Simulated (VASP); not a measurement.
Input of a VASP 6.6.1 run:

Contents of INCAR:

```
PREC = Accurate ; ENCUT = 520
EDIFF = 1E-7 ; ISMEAR = 0
SIGMA = 0.05 ; LREAL = Auto
LASPH = True ; NELM = 100
ALGO = Normal ; ISIF = 2
LWAVE = False ; LCHARG = True
GGA = PS ; LELF = True
LVHAR = True ; NELECT = 120.0
NBANDS = 78
```

Contents of KPOINTS:

```
Automatic mesh
0
Gamma
  2 2 2
```

File POSCAR:

```
Si8O15
1.0
   -4.1898000000     -4.1898000000      0.0000000000
    4.1898000000     -4.1898000000      0.0000000000
    0.0000000000      0.0000000000      5.3388000000
Si O
8 15
Direct
    0.5000000000      0.4984985275     -0.0022746271
    0.0000000000      0.5196240418      0.2500000000
    0.5000000000      0.4984985275      0.5022746271
    0.0000000000      0.4610171833      0.7500000000
    0.0000000000      0.0214108532      0.0227007288
    0.5000000000     -0.0089258721      0.2500000000
    0.0000000000      0.0214108532      0.4772992712
    0.5000000000     -0.0043334360      0.7500000000
    0.1892020602      0.5084851177     -0.0084057787
    0.0000000000      0.2145426040      0.2500000000
    0.8107979398      0.5084851177     -0.0084057787
    0.0000000000      0.8164556676      0.2500000000
    0.1892020602      0.5084851177      0.5084057787
    0.8107979398      0.5084851177      0.5084057787
    0.0000000000      1.1656672930      0.7500000000
    0.7025642321     -0.0072045280     -0.0032451764
    0.5000000000      0.6900389416      0.2500000000
    0.2974357679     -0.0072045280     -0.0032451764
    0.5000000000      0.3000667128      0.2500000000
    0.7025642321     -0.0072045280      0.5032451764
    0.5000000000      0.6938655463      0.7500000000
    0.2974357679     -0.0072045280      0.5032451764
    0.5000000000      0.3013401972      0.7500000000
```

Potentials or basis: VASP PAW PBE potentials, release 64 (Si, O).

The run is started by

```console
$ cat potpaw_PBE.64/Si/POTCAR potpaw_PBE.64/O/POTCAR > POTCAR
$ mpirun -np 1 vasp_std > vasp.out
```

Problem. Predict the largest force.

Solution. 0.116 eV/Å.

Forces in eV/Å, atoms in the order of the input:
```
Si   0.007 -0.007  0.005
Si  -0.003  0.003  0.000
Si   0.007 -0.007 -0.005
Si  -0.010  0.010  0.000
Si  -0.019  0.019 -0.066
Si  -0.006  0.006  0.000
Si  -0.019  0.019  0.066
Si   0.000  0.000  0.000
O   -0.032 -0.032  0.006
O    0.082 -0.082  0.000
O    0.032  0.032  0.006
O   -0.049  0.049  0.000
O   -0.032 -0.032 -0.006
O    0.032  0.032 -0.006
O    0.018 -0.018  0.000
O   -0.010 -0.013 -0.004
O    0.017 -0.017  0.000
O    0.013  0.010 -0.004
O   -0.023  0.023  0.000
O   -0.010 -0.013  0.004
O    0.023 -0.023  0.000
O    0.013  0.010  0.004
O   -0.029  0.029  0.000
```

Caveat: the k points lie up to 0.59 Å⁻¹ apart; the cell carries a net charge on a neutralising background, which shifts energy and pressure; the PAW data sets were made with another functional, which shifts forces and pressure a little.
